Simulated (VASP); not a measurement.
# KRb2 in VASP: notebook

KRb2 is run at these levels: PBE; tasks: single point, relaxation of cell and atoms.

Everything below comes from runs of VASP 6.6.1. Logs are shortened: lines on timing, memory, paths and dates and some standing lists are left out, and cuts for length are marked.

## Step 1: The cell of the first run

The cell holds a slab with vacuum, 3 atoms: a = 3.343 Å, b = 3.343 Å, c = 16.782 Å, α = 90.00°, β = 90.00°, γ = 120.00°.

The cell was generated, and may not be a known phase.

## Step 2: Single point, PBE

Input file INCAR:

```
ALGO = Normal
EDIFF = 1E-7
ENCUT = 520
GGA = PE
ISIF = 2
ISMEAR = 0
LASPH = T
LCHARG = F
LREAL = F
LWAVE = F
NBANDS = 20
NELM = 100
PREC = Accurate
SIGMA = 0.1
```

Input file KPOINTS:

```
k-points
0
Gamma
  6 6 1
```

Input file POSCAR:

```
KRb2
1.0
    3.3425465000      0.0000000000      0.0000000000
   -1.6712732500      2.8947301800      0.0000000000
    0.0000000000      0.0000000000     16.7816940700
K Rb
1 2
Direct
    0.0000000000      0.0000000000      0.0000000000
    0.3333333300      0.6666666700      0.0997865200
    0.3333333300      0.6666666700      0.9002134800
```

Potentials or basis: VASP PAW PBE potentials, release 64 (K_sv, Rb_sv).

Command:

```console
cat potpaw_PBE.64/K_sv/POTCAR potpaw_PBE.64/Rb_sv/POTCAR > POTCAR
mpirun -np 1 vasp_std > vasp.out
```

OUTCAR:

```text
EDIFF = 1E-7
   ENCUT = 520
   GGA = PE
   ISIF = 2
   ISMEAR = 0
   LASPH = T
   LREAL = F
   NELM = 100
   PREC = Accurate

 ion  position               nearest neighbor table
   1  0.000  0.000  0.000-   2 2.56   3 2.56   2 2.56   3 2.56   2 2.56   3 2.56   2 4.21   3 4.21
                             2 4.21   3 4.21   2 4.21   3 4.21
   2  0.333  0.667  0.100-   1 2.56   1 2.56   1 2.56   3 3.35   1 4.21   1 4.21   1 4.21   3 4.73
                             3 4.73   3 4.73   3 4.73   3 4.73   3 4.73
   3  0.333  0.667  0.900-   1 2.56   1 2.56   1 2.56   2 3.35   1 4.21   1 4.21   1 4.21   2 4.73
                             2 4.73   2 4.73   2 4.73   2 4.73   2 4.73

  LATTYP: Found a hexagonal cell.
 ALAT       =     3.3425465000
 C/A-ratio  =     5.0206314467

  Lattice vectors:

 A1 = (   3.3425465000,   0.0000000000,   0.0000000000)
 A2 = (  -1.6712732500,   2.8947301800,   0.0000000000)
 A3 = (   0.0000000000,   0.0000000000,  16.7816940700)

Analysis of symmetry for initial positions (statically):
=====================================================================
 Subroutine PRICEL returns:
 Original cell was already a primitive cell.

 Routine SETGRP: Setting up the symmetry group for a
 hexagonal supercell.

 Subroutine GETGRP returns: Found 12 space group operations
 (whereof 12 operations were pure point group operations)
 out of a pool of 24 trial point group operations.

The static configuration has the point symmetry D_3h.

Analysis of symmetry for dynamics (positions and initial velocities):
=====================================================================
 Subroutine PRICEL returns:
 Original cell was already a primitive cell.

 Routine SETGRP: Setting up the symmetry group for a
 hexagonal supercell.

 Subroutine GETGRP returns: Found 12 space group operations
 (whereof 12 operations were pure point group operations)
 out of a pool of 24 trial point group operations.

The dynamic configuration has the point symmetry D_3h.

 Subroutine INISYM returns: Found 12 space group operations
 (whereof 12 operations are pure point group operations),
 and found     1 'primitive' translations

----------------------------------------------------------------------------------------

                                     Primitive cell

  volume of cell :     162.3758

  direct lattice vectors                    reciprocal lattice vectors
     3.342546500  0.000000000  0.000000000     0.299173101  0.172727670  0.000000000
    -1.671273250  2.894730180  0.000000000     0.000000000  0.345455341  0.000000000
     0.000000000  0.000000000 16.781694070     0.000000000  0.000000000  0.059588740

  length of vectors
     3.342546500  3.342546498 16.781694070     0.345455340  0.345455341  0.059588740

  position of ions in fractional coordinates (direct lattice)
     0.000000000  0.000000000  0.000000000
     0.333333330  0.666666670  0.099786520
     0.333333330  0.666666670  0.900213480

  ion indices of the primitive-cell ions
   primitive index   ion index
                 1           1
                 2           2
                 3           3

----------------------------------------------------------------------------------------

 KPOINTS: k-points

Automatic generation of k-mesh.
 Grid dimensions read from file:
 generate k-points for:    6    6    1

 Generating k-lattice:

  Cartesian coordinates                     Fractional coordinates (reciprocal lattice)
     0.049862183  0.028787945  0.000000000     0.166666667  0.000000000  0.000000000
     0.000000000  0.057575890  0.000000000     0.000000000  0.166666667  0.000000000
     0.000000000  0.000000000  0.059588740     0.000000000  0.000000000  1.000000000

  Length of vectors
     0.057575890  0.057575890  0.059588740

  Shift w.r.t. Gamma in fractional coordinates (k-lattice)
     0.000000000  0.000000000  0.000000000

 Subroutine IBZKPT returns following result:
 ===========================================

 Found      7 irreducible k-points:

 Following reciprocal coordinates:
            Coordinates               Weight
  0.000000  0.000000  0.000000      1.000000
  0.166667  0.000000  0.000000      6.000000
  0.333333  0.000000  0.000000      6.000000
  0.500000  0.000000  0.000000      3.000000
  0.166667  0.166667  0.000000      6.000000
  0.333333  0.166667  0.000000     12.000000
  0.333333  0.333333  0.000000      2.000000
   k-points           NKPTS =      7   k-points in BZ     NKDIM =      7   number of bands    NBANDS=     20
   number of dos      NEDOS =    301   number of ions     NIONS =      3
   total plane-waves  NPLWV =  98784
   dimension x,y,z NGX =    28 NGY =   28 NGZ =  126
   dimension x,y,z NGXF=    56 NGYF=   56 NGZF=  252
   ions per type =               1   2
   NGX,Y,Z   is equivalent  to a cutoff of  13.93, 13.93, 12.48 a.u.
   NGXF,Y,Z  is equivalent  to a cutoff of  27.85, 27.85, 24.96 a.u.
 SYSTEM =  unknown system
   PREC   = accura    normal or accurate (medium, high low for compatibility)
   ISTART =      0    job   : 0-new  1-cont  2-samecut
   ICHARG =      2    charge: 1-file 2-atom 10-const
   ISPIN  =      1    spin polarized calculation?
   LNONCOLLINEAR =      F non collinear calculations
   LSORBIT =      F    spin-orbit coupling
   LASPH  =      T    aspherical Exc in radial PAW
   ENCUT  =  520.0 eV  38.22 Ry    6.18 a.u.   6.21  6.21 31.20*2*pi/ulx,y,z
   NELM   =    100;   NELMIN=  2; NELMDL= -5     # of ELM steps
   EDIFF  = 0.1E-06   stopping-criterion for ELM
   LREAL  =      F    real-space projection
   EDIFFG = 0.1E-05   stopping-criterion for IOM
   NSW    =      0    number of steps for IOM
   IBRION =     -1    ionic relax: 0-MD 1-quasi-New 2-CG
   NFREE  =      0    steps in history (QN), initial steepest desc. (CG)
   ISIF   =      2    stress and relaxation
   ISYM   =      2    0-nonsym 1-usesym 2-fastsym
   POTIM  = 0.5000    time-step for ionic-motion
   TEBEG  =    0.0;   TEEND  =   0.0 temperature during run
   PSTRESS=    0.0 pullay stress
   NELECT =      27.0000    total number of electrons
   NUPDOWN=      -1.0000    fix difference up-down
   EMIN   =  10.00;   EMAX   =-10.00  energy-range for DOS
   EFERMI =   0.00;   METHOD = LEGACY
   ISMEAR =     0;   SIGMA  =   0.10  broadening in eV -4-tet -1-fermi 0-gaus
   EFERMI_NEDOS =   21; number of points for ismear=-14 and -15
   IALGO  =     38    algorithm
   IMIX   =      4    mixing-type and parameters
     AMIX     =   0.40;   BMIX     =  1.00
     AMIX_MAG =   1.60;   BMIX_MAG =  1.00
  volume/ion in A,a.u.               =      54.13       365.26
  Fermi-wavevector in a.u.,A,eV,Ry     =   0.900234  1.701196 11.026462  0.810422
  Thomas-Fermi vector in A             =   2.023167
   LORBIT       =      0    0 simple, 1 ext, 2 COOP (PROOUT), +10 PAW based schemes
   GGA     = PE    functional components
   LHFCALC =     F    Hartree Fock is set to
   AEXX    =    0.0000 exact exchange contribution
   IVDW    =     0    specifies the selected vdW correction
   LEPSILON=     F    determine dielectric tensor
   LRPA    =     F    only Hartree local field effects (RPA)
 non-spin polarized calculation
 Gauss-broadening in eV      SIGMA  =   0.10
  energy-cutoff  :      520.00
  volume of cell :      162.38
 maximum number of plane-waves:      4395
 NGX is ok and might be reduce to    28
   NGX = 13   NGY = 13   NGZ = 63

 number of electron      27.0000001 magnetization

 Free energy of the ion-electron system (eV)
  ---------------------------------------------------
  ext. energy  EPLUGINS =         0.00000000
  ---------------------------------------------------
  free energy    TOTEN  =         6.93812012 eV

  energy without entropy =        6.94834527  energy(sigma->0) =        6.94323269

 E-fermi :   0.6757     XC(G=0):  -5.1280

 val. band max:        0.6729300510   @ k =   0.3333   0.0000   0.0000
 cond. band min:       0.9646771326   @ k =   0.1667   0.1667   0.0000
 fundamental gap:      0.2917470816
 Fermi energy:         0.6756799481

 k-point     1 :       0.0000    0.0000    0.0000
  band No.  band energies     occupation
      1     -32.8982      2.00000
      2     -29.4896      2.00000
      3     -28.8790      2.00000
      4     -16.6773      2.00000
      5     -15.8119      2.00000
      6     -15.8119      2.00000
[... 12 lines left out ...]
     19       2.7060      0.00000
     20       2.8353      0.00000

 k-point     2 :       0.1667    0.0000    0.0000
  band No.  band energies     occupation
      1     -32.7697      2.00000
      2     -29.3799      2.00000
      3     -28.9229      2.00000
      4     -16.7936      2.00000
      5     -16.4260      2.00000
      6     -15.9780      2.00000
[... 12 lines left out ...]
     19       3.2792      0.00000
     20       3.3934      0.00000

 k-point     3 :       0.3333    0.0000    0.0000
  band No.  band energies     occupation
      1     -32.4868      2.00000
      2     -29.1479      2.00000
      3     -29.0398      2.00000
      4     -17.2242      2.00000
      5     -17.2034      2.00000
      6     -16.2788      2.00000
[... 12 lines left out ...]
     19       4.4269      0.00000
     20       4.6313      0.00000

 k-point     4 :       0.5000    0.0000    0.0000
  band No.  band energies     occupation
      1     -32.3285      2.00000
      2     -29.1170      2.00000
      3     -29.0247      2.00000
      4     -17.5307      2.00000
      5     -17.4819      2.00000
      6     -16.4167      2.00000
[... 12 lines left out ...]
     19       4.5395      0.00000
     20       4.9366      0.00000

 k-point     5 :       0.1667    0.1667    0.0000
  band No.  band energies     occupation
      1     -32.5618      2.00000
      2     -29.2079      2.00000
      3     -29.0050      2.00000
      4     -17.0574      2.00000
      5     -16.9468      2.00000
      6     -16.3904      2.00000
[... 12 lines left out ...]
     19       3.7646      0.00000
     20       4.0671      0.00000

 k-point     6 :       0.3333    0.1667    0.0000
  band No.  band energies     occupation
      1     -32.3310      2.00000
      2     -29.1112      2.00000
      3     -29.0258      2.00000
      4     -17.3946      2.00000
      5     -17.3765      2.00000
      6     -16.7367      2.00000
[... 12 lines left out ...]
     19       3.8215      0.00000
     20       5.2035      0.00000

 k-point     7 :       0.3333    0.3333    0.0000
  band No.  band energies     occupation
      1     -32.2498      2.00000
      2     -29.1481      2.00000
      3     -28.9637      2.00000
      4     -17.4366      2.00000
      5     -17.3153      2.00000
      6     -17.1244      2.00000
[... 12 lines left out ...]
     19       3.7011      0.00000
     20       4.4419      0.00000

------------------------ aborting loop because EDIFF is reached ----------------------------------------

  FORCE on cell =-STRESS in cart. coord.  units (eV):
  Direction    XX          YY          ZZ          XY          YZ          ZX
  --------------------------------------------------------------------------------------
  -------------------------------------------------------------------------------------
  Total       16.0545885     16.0545885     15.1816800      0.0000000     -0.0000000      0.0000000
  in kB      158.4121233    158.4121230    149.7990530      0.0000000     -0.0000000      0.0000000
  external PRESSURE =     155.5410998 kB  Pullay stress =       0.0000000 kB

 VOLUME and BASIS-vectors are now :
 -----------------------------------------------------------------------------
  energy-cutoff  :      520.00
  volume of cell :      162.38
      direct lattice vectors                 reciprocal lattice vectors
     3.342546500  0.000000000  0.000000000     0.299173101  0.172727670  0.000000000
    -1.671273250  2.894730180  0.000000000     0.000000000  0.345455341  0.000000000
     0.000000000  0.000000000 16.781694070     0.000000000  0.000000000  0.059588740

 POSITION                                       TOTAL-FORCE (eV/Angst)
 -----------------------------------------------------------------------------------
      0.00000      0.00000      0.00000        -0.000000      0.000000      0.000000
     -0.00000      1.92982      1.67459         0.000000      0.000000      4.534573
     -0.00000      1.92982     15.10711         0.000000     -0.000000     -4.534573
 -----------------------------------------------------------------------------------
    total drift:                                0.000018     -0.000010      0.000000

  FREE ENERGIE OF THE ION-ELECTRON SYSTEM (eV)
  ---------------------------------------------------
  free  energy   TOTEN  =         6.9381201191 eV

  energy  without entropy=        6.9483452669  energy(sigma->0) =        6.94323269
```

Wall time 90 s (1 thread of Oxide Virtual Turin-like, shared host); peak memory 0.25 GiB.

What came out:

| Property | Result |
| --- | --- |
| Free energy | 6.9381 eV |
| Largest force | 4.535 eV/Å |
| Band gap on the k mesh | zero (an odd number of electrons rules out a gap without spin polarisation) |

Forces in eV/Å, atoms in the order of the input:
```
K    0.000  0.000  0.000
Rb   0.000  0.000  4.535
Rb   0.000  0.000 -4.535
```

Levels at points of the mesh, in eV from the Fermi level:
```
           k point  band 12  band 13  band 14  band 15  band 16  band 17
(0.00, 0.00, 0.00)   -12.81    -1.54    -1.01    -0.67     0.94     1.07
(0.50, 0.00, 0.00)   -12.75    -1.67    -0.13     1.25     2.11     2.30
```

Caveat: the k points lie up to 0.36 Å⁻¹ apart, too coarse for converged energies and pressures of a metal; there is no dipole correction, which matters where the two faces differ.

## Step 3: Single point, PBE

This run uses another cell than the first one.

Input file INCAR:

```
SYSTEM = KRb2
PREC     = Accurate       ! precision mode
ENCUT    = 520            ! plane-wave cutoff, eV
EDIFF    = 1E-6           ! SCF threshold, eV
ISMEAR   = 0              ! smearing method
SIGMA    = 0.1            ! smearing width, eV
LREAL    = .False.        ! projectors in reciprocal space
LASPH    = .True.         ! aspherical terms in the spheres
NELM     = 60             ! most SCF steps
ALGO     = Fast           ! electronic algorithm
ISIF     = 2              ! what is computed and relaxed
LWAVE    = .False.        ! write WAVECAR
LCHARG   = .True.         ! write CHGCAR
GGA      = PE             ! functional
LELF     = .True.         ! ELF
LVHAR    = .True.       
NBANDS   = 20             ! bands
```

Input file KPOINTS:

```
regular mesh
0
Gamma
  6 6 1
  0 0 0
```

Input file POSCAR:

```
KRb2
1.0
    4.8039116771      0.0000000000      0.0000000000
   -2.4019558385      4.1603095499      0.0000000000
    0.0000000000      0.0000000000     16.8433518509
K Rb
1 2
Direct
    0.0000000000      0.0000000000      0.0000000000
    0.3333333333      0.6666666667      0.2332670005
    0.3333333333      0.6666666667      0.7667329995
```

Potentials or basis: VASP PAW PBE potentials, release 64 (K_sv, Rb_sv).

Command:

```console
cat potpaw_PBE.64/K_sv/POTCAR potpaw_PBE.64/Rb_sv/POTCAR > POTCAR
mpirun -np 1 vasp_std > vasp.out
```

Run time: 2.6 min. Hardware: 1 thread of Oxide Virtual Turin-like, shared host; peak memory 0.37 GiB.

Results (log left out):

| Item | Value |
| --- | --- |
| Free energy | -2.7072 eV |
| Largest force | 0.009 eV/Å |
| Band gap on the k mesh | zero (an odd number of electrons rules out a gap without spin polarisation) |

Forces in eV/Å, atoms in the order of the input:
```
K    0.000  0.000  0.000
Rb   0.000  0.000  0.009
Rb   0.000  0.000 -0.009
```

Levels at points of the mesh, in eV from the Fermi level:
```tsv
k point	band 11	band 12	band 13	band 14	band 15	band 16	band 17	band 18
(0.00, 0.00, 0.00)	-12.97	-12.97	-1.87	-1.35	-0.54	0.87	0.98	2.41
(0.50, 0.00, 0.00)	-13.00	-13.00	0.30	0.44	0.67	1.12	1.40	1.49
```

Caveat: there is no dipole correction, which matters where the two faces differ.

[end of part 1 of 2]

The gap in the log of VASP goes by the Fermi energy; the results here count the filled bands.